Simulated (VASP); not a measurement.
# Ca2Ge3 (P-3m1) in VASP: single point with PBE

Aim: the single point of Ca2Ge3 with PBE.

All numbers are computed with VASP 6.6.1; they aren't measurements. Logs are shortened: lines on timing, memory, paths and dates and some standing lists are left out, and cuts for length are marked.

## (1) The cell of the first run

The structure is trigonal, space group P-3m1 (No. 164). Conventional cell: a = 3.934 Å, b = 3.934 Å, c = 9.595 Å, α = 90.00°, β = 90.00°, γ = 120.00°. Ca (site symmetry 3m) has 7 Ge at 3.09 to 3.26 Å and 6 Ca at 3.93 Å within 4.1 Å. Ge (site symmetry 3m) has 3 Ge at 2.53 Å and 4 Ca at 3.12 to 3.26 Å within 3.3 Å. Ge (site symmetry -3m) has 6 Ca at 3.09 Å and 6 Ge at 3.93 Å within 4.1 Å.

The cell was built from a structure type or drawn by symmetry, and may not be a known phase.

## (2) Single point, PBE

INCAR

```
PREC = Accurate
ENCUT = 520
EDIFF = 1E-7
ISMEAR = 0
SIGMA = 0.1
LREAL = False
LASPH = True
NELM = 100
ALGO = Fast
ISIF = 2
LWAVE = False
LCHARG = False
GGA = PE
NBANDS = 39
```

KPOINTS

```
regular mesh
0
Gamma
  12 12 4
```

POSCAR

```
Ca2Ge3
1.0
    3.9341316310      0.0000000000      0.0000000000
   -1.9670658155      3.4070579343      0.0000000000
    0.0000000000      0.0000000000      9.5946193429
Ca Ge
2 3
Direct
    0.3333333333      0.6666666667      0.2815655344
    0.6666666667      0.3333333333      0.7184344656
    0.3333333333      0.6666666667      0.9416157482
    0.6666666667      0.3333333333      0.0583842518
    0.0000000000      0.0000000000      0.5000000000
```

Potentials or basis: VASP PAW PBE potentials, release 64 (Ca_sv, Ge_d).

Run with:

```console
$ cat potpaw_PBE.64/Ca_sv/POTCAR potpaw_PBE.64/Ge_d/POTCAR > POTCAR
$ mpirun -np 1 vasp_std > vasp.out
```

OUTCAR:

```text
PREC = Accurate
   ENCUT = 520
   EDIFF = 1E-7
   ISMEAR = 0
   LREAL = False
   LASPH = True
   NELM = 100
   ISIF = 2
   GGA = PE

 ion  position               nearest neighbor table
   1  0.333  0.667  0.282-
   2  0.667  0.333  0.718-
   3  0.333  0.667  0.942-   4 2.53   4 2.53   4 2.53
   4  0.667  0.333  0.058-   3 2.53   3 2.53   3 2.53
   5  0.000  0.000  0.500-

  LATTYP: Found a hexagonal cell.
 ALAT       =     3.9341316310
 C/A-ratio  =     2.4388150278

  Lattice vectors:

 A1 = (   3.9341316310,   0.0000000000,   0.0000000000)
 A2 = (  -1.9670658155,   3.4070579343,   0.0000000000)
 A3 = (   0.0000000000,   0.0000000000,   9.5946193429)

Analysis of symmetry for initial positions (statically):
=====================================================================
 Subroutine PRICEL returns:
 Original cell was already a primitive cell.

 Routine SETGRP: Setting up the symmetry group for a
 hexagonal supercell.

 Subroutine GETGRP returns: Found 12 space group operations
 (whereof 12 operations were pure point group operations)
 out of a pool of 24 trial point group operations.

The static configuration has the point symmetry D_3d.

Analysis of symmetry for dynamics (positions and initial velocities):
=====================================================================
 Subroutine PRICEL returns:
 Original cell was already a primitive cell.

 Routine SETGRP: Setting up the symmetry group for a
 hexagonal supercell.

 Subroutine GETGRP returns: Found 12 space group operations
 (whereof 12 operations were pure point group operations)
 out of a pool of 24 trial point group operations.

The dynamic configuration has the point symmetry D_3d.

 Subroutine INISYM returns: Found 12 space group operations
 (whereof 12 operations are pure point group operations),
 and found     1 'primitive' translations

----------------------------------------------------------------------------------------

                                     Primitive cell

  volume of cell :     128.6045

  direct lattice vectors                    reciprocal lattice vectors
     3.934131631  0.000000000  0.000000000     0.254185699  0.146754182  0.000000000
    -1.967065816  3.407057934  0.000000000     0.000000000  0.293508364  0.000000000
     0.000000000  0.000000000  9.594619343     0.000000000  0.000000000  0.104225083

  length of vectors
     3.934131631  3.934131631  9.594619343     0.293508364  0.293508364  0.104225083

  position of ions in fractional coordinates (direct lattice)
     0.333333333  0.666666667  0.281565534
     0.666666667  0.333333333  0.718434466
     0.333333333  0.666666667  0.941615748
     0.666666667  0.333333333  0.058384252
     0.000000000  0.000000000  0.500000000

  ion indices of the primitive-cell ions
   primitive index   ion index
                 1           1
                 2           2
                 3           3
                 4           4
                 5           5

----------------------------------------------------------------------------------------

 KPOINTS: regular mesh

Automatic generation of k-mesh.
 Grid dimensions read from file:
 generate k-points for:   12   12    4

 Generating k-lattice:

  Cartesian coordinates                     Fractional coordinates (reciprocal lattice)
     0.021182142  0.012229515  0.000000000     0.083333333  0.000000000  0.000000000
     0.000000000  0.024459030  0.000000000     0.000000000  0.083333333  0.000000000
     0.000000000  0.000000000  0.026056271     0.000000000  0.000000000  0.250000000

  Length of vectors
     0.024459030  0.024459030  0.026056271

  Shift w.r.t. Gamma in fractional coordinates (k-lattice)
     0.000000000  0.000000000  0.000000000

 Subroutine IBZKPT returns following result:
 ===========================================

 Found     69 irreducible k-points:

 Following reciprocal coordinates:
            Coordinates               Weight
  0.000000  0.000000  0.000000      1.000000
  0.083333  0.000000  0.000000      6.000000
  0.166667  0.000000  0.000000      6.000000
  0.250000  0.000000  0.000000      6.000000
  0.333333  0.000000  0.000000      6.000000
  0.416667  0.000000  0.000000      6.000000
[... 16 lines left out ...]
  0.166667  0.000000  0.250000      6.000000
  0.000000  0.166667  0.250000      6.000000
 [... further k-points ...]
   k-points           NKPTS =     69   k-points in BZ     NKDIM =     69   number of bands    NBANDS=     39
   number of dos      NEDOS =    301   number of ions     NIONS =      5
   total plane-waves  NPLWV =  64800
   dimension x,y,z NGX =    30 NGY =   30 NGZ =   72
   dimension x,y,z NGXF=    60 NGYF=   60 NGZF=  144
   ions per type =               2   3
   NGX,Y,Z   is equivalent  to a cutoff of  12.68, 12.68, 12.48 a.u.
   NGXF,Y,Z  is equivalent  to a cutoff of  25.35, 25.35, 24.95 a.u.
 SYSTEM =  unknown system
   PREC   = accura    normal or accurate (medium, high low for compatibility)
   ISTART =      0    job   : 0-new  1-cont  2-samecut
   ICHARG =      2    charge: 1-file 2-atom 10-const
   ISPIN  =      1    spin polarized calculation?
   LNONCOLLINEAR =      F non collinear calculations
   LSORBIT =      F    spin-orbit coupling
   LASPH  =      T    aspherical Exc in radial PAW
   ENCUT  =  520.0 eV  38.22 Ry    6.18 a.u.   7.31  7.31 17.84*2*pi/ulx,y,z
   NELM   =    100;   NELMIN=  2; NELMDL= -5     # of ELM steps
   EDIFF  = 0.1E-06   stopping-criterion for ELM
   LREAL  =      F    real-space projection
   EDIFFG = 0.1E-05   stopping-criterion for IOM
   NSW    =      0    number of steps for IOM
   IBRION =     -1    ionic relax: 0-MD 1-quasi-New 2-CG
   NFREE  =      0    steps in history (QN), initial steepest desc. (CG)
   ISIF   =      2    stress and relaxation
   ISYM   =      2    0-nonsym 1-usesym 2-fastsym
   POTIM  = 0.5000    time-step for ionic-motion
   TEBEG  =    0.0;   TEEND  =   0.0 temperature during run
   PSTRESS=    0.0 pullay stress
   NELECT =      62.0000    total number of electrons
   NUPDOWN=      -1.0000    fix difference up-down
   EMIN   =  10.00;   EMAX   =-10.00  energy-range for DOS
   EFERMI =   0.00;   METHOD = LEGACY
   ISMEAR =     0;   SIGMA  =   0.10  broadening in eV -4-tet -1-fermi 0-gaus
   EFERMI_NEDOS =   21; number of points for ismear=-14 and -15
   IALGO  =     68    algorithm
   IMIX   =      4    mixing-type and parameters
     AMIX     =   0.40;   BMIX     =  1.00
     AMIX_MAG =   1.60;   BMIX_MAG =  1.00
  volume/ion in A,a.u.               =      25.72       173.57
  Fermi-wavevector in a.u.,A,eV,Ry     =   1.283670  2.425784 22.419793  1.647808
  Thomas-Fermi vector in A             =   2.415909
   LORBIT       =      0    0 simple, 1 ext, 2 COOP (PROOUT), +10 PAW based schemes
   GGA     = PE    functional components
   LHFCALC =     F    Hartree Fock is set to
   AEXX    =    0.0000 exact exchange contribution
   IVDW    =     0    specifies the selected vdW correction
   LEPSILON=     F    determine dielectric tensor
   LRPA    =     F    only Hartree local field effects (RPA)
 non-spin polarized calculation
 RMM-DIIS sequential band-by-band and
 Gauss-broadening in eV      SIGMA  =   0.10
  energy-cutoff  :      520.00
  volume of cell :      128.60
 maximum number of plane-waves:      3516
 NGX is ok and might be reduce to    30
   NGX = 15   NGY = 15   NGZ = 35

 number of electron      62.0000023 magnetization

 Free energy of the ion-electron system (eV)
  ---------------------------------------------------
  ext. energy  EPLUGINS =         0.00000000
  ---------------------------------------------------
  free energy    TOTEN  =       -19.50969158 eV

  energy without entropy =      -19.50097716  energy(sigma->0) =      -19.50533437

 E-fermi :   3.6650     XC(G=0):  -9.4729

 val. band max:        3.6167509131   @ k =   0.0833   0.0833   0.2500
 cond. band min:       3.6667823748   @ k =   0.0000   0.0833   0.2500
 fundamental gap:      0.0500314616
 Fermi energy:         3.6650309500

 k-point     1 :       0.0000    0.0000    0.0000
  band No.  band energies     occupation
      1     -37.1427      2.00000
      2     -37.1421      2.00000
      3     -20.4044      2.00000
      4     -20.4044      2.00000
      5     -20.3359      2.00000
      6     -20.3359      2.00000
[... 31 lines left out ...]
     38       7.1707      0.00000
     39       7.2959      0.00000

 k-point     2 :       0.0833    0.0000    0.0000
  band No.  band energies     occupation
      1     -37.1420      2.00000
      2     -37.1415      2.00000
      3     -20.4046      2.00000
      4     -20.4022      2.00000
      5     -20.3344      2.00000
      6     -20.3325      2.00000
[... 31 lines left out ...]
     38       7.3436      0.00000
     39       7.4893      0.00000

 k-point     3 :       0.1667    0.0000    0.0000
  band No.  band energies     occupation
      1     -37.1403      2.00000
      2     -37.1399      2.00000
      3     -20.4051      2.00000
      4     -20.3956      2.00000
      5     -20.3309      2.00000
      6     -20.3232      2.00000
[... 31 lines left out ...]
     38       7.5631      0.00000
     39       7.5693      0.00000

 k-point     4 :       0.2500    0.0000    0.0000
  band No.  band energies     occupation
      1     -37.1380      2.00000
      2     -37.1376      2.00000
      3     -20.4051      2.00000
      4     -20.3847      2.00000
      5     -20.3272      2.00000
      6     -20.3098      2.00000
[... 31 lines left out ...]
     38       7.5582      0.00000
     39       7.6206      0.00000
[... 754 lines left out ...]
     38       7.3960      0.00000
     39       7.6253      0.00000

 k-point    23 :       0.1667    0.0000    0.2500
  band No.  band energies     occupation
      1     -37.1403      2.00000
      2     -37.1399      2.00000
      3     -20.4051      2.00000
      4     -20.3956      2.00000
      5     -20.3309      2.00000
      6     -20.3232      2.00000
[... 31 lines left out ...]
     38       7.5917      0.00000
     39       7.7168      0.00000

 k-point    24 :       0.0000    0.1667    0.2500
  band No.  band energies     occupation
      1     -37.1403      2.00000
      2     -37.1399      2.00000
      3     -20.4051      2.00000
      4     -20.3956      2.00000
      5     -20.3309      2.00000
      6     -20.3232      2.00000
[... 31 lines left out ...]
     38       7.2740      0.00000
     39       7.7923      0.00000

 [... further k-points ...]

------------------------ aborting loop because EDIFF is reached ----------------------------------------

  FORCE on cell =-STRESS in cart. coord.  units (eV):
  Direction    XX          YY          ZZ          XY          YZ          ZX
  --------------------------------------------------------------------------------------
  -------------------------------------------------------------------------------------
  Total        0.0074540      0.0074540      0.0245354      0.0000000      0.0000000      0.0000000
  in kB        0.0928633      0.0928633      0.3056669      0.0000000      0.0000000      0.0000000
  external PRESSURE =       0.1637978 kB  Pullay stress =       0.0000000 kB

 VOLUME and BASIS-vectors are now :
 -----------------------------------------------------------------------------
  energy-cutoff  :      520.00
  volume of cell :      128.60
      direct lattice vectors                 reciprocal lattice vectors
     3.934131631  0.000000000  0.000000000     0.254185699  0.146754182  0.000000000
    -1.967065816  3.407057934  0.000000000     0.000000000  0.293508364  0.000000000
     0.000000000  0.000000000  9.594619343     0.000000000  0.000000000  0.104225083

 POSITION                                       TOTAL-FORCE (eV/Angst)
 -----------------------------------------------------------------------------------
     -0.00000      2.27137      2.70151        -0.000000      0.000000      0.002889
      1.96707      1.13569      6.89311         0.000000     -0.000000     -0.002889
     -0.00000      2.27137      9.03444        -0.000000      0.000000      0.003575
      1.96707      1.13569      0.56017        -0.000000     -0.000000     -0.003575
      0.00000      0.00000      4.79731         0.000000      0.000000     -0.000000
 -----------------------------------------------------------------------------------
    total drift:                               -0.000000      0.000000      0.000000

  FREE ENERGIE OF THE ION-ELECTRON SYSTEM (eV)
  ---------------------------------------------------
  free  energy   TOTEN  =       -19.5096915830 eV

  energy  without entropy=      -19.5009771639  energy(sigma->0) =      -19.50533437
```

Wall time 16 min (1 thread of AMD EPYC 9R45 (Zen 5), shared host); peak memory 0.4 GiB.

Results:

```yaml
Free_energy: -19.5097 eV
Pressure: 0.0 GPa
Largest_force: 0.004 eV/Å
Band_gap_on_the_k_mesh: zero (bands 31 and 32 overlap by 2.11 eV)
```

Forces in eV/Å, atoms in the order of the input:
```
Ca   0.000  0.000  0.003
Ca   0.000  0.000 -0.003
Ge   0.000  0.000  0.004
Ge   0.000  0.000 -0.004
Ge   0.000  0.000  0.000
```
